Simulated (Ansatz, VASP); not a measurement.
**One calculation of In2TeO2, two programs**

```
In Te O
1.0
     4.84022    0.00000    0.00000
     0.00000    4.84022    0.00000
     0.00000    0.00000    4.84888
In Te O
2 1 2
Direct
  0.00000 0.00000 0.50000
  0.00000 0.00000 0.00000
  0.50000 0.50000 0.50000
  0.50000 0.50000 0.85081
  0.50000 0.50000 0.14919
```

Alike in both runs: task relaxation of cell and atoms; functional PBE; k mesh 4 × 4 × 4; occupations gaussian, width 0.1 eV; no spin polarisation.

```csv
,VASP,Ansatz
version,VASP 6.6.1,Ansatz 0.2.0
potentials or method,"VASP PAW PBE potentials, release 64 (In_d, Te, O), cutoff 600 eV","scalar-relativistic, plane waves, PAW"
valence electrons in the cell,44,54
```

Ansatz gave:

* gap on the k mesh at the Fermi level, each at its own relaxed structure (eV): none
* relaxed volume (Å³/atom): 22.55
* relaxed length of the cell vector where the two differ most in proportion (Å): 6.678

What did VASP give for the same quantities?

gap on the k mesh at the Fermi level, each at its own relaxed structure (eV): none; relaxed volume (Å³/atom): 23.98; relaxed length of the cell vector where the two differ most in proportion (Å): 7.215.

A gap of «none» marks a metal or a gap that the smearing closes. One of these differences is far larger than is usual between the two programs; its cause wasn't traced. VASP's potentials hold 44 valence electrons a cell and Ansatz's 54, so a difference there can come from the potentials and not from the codes.

Neither program's run includes spin-orbit coupling.
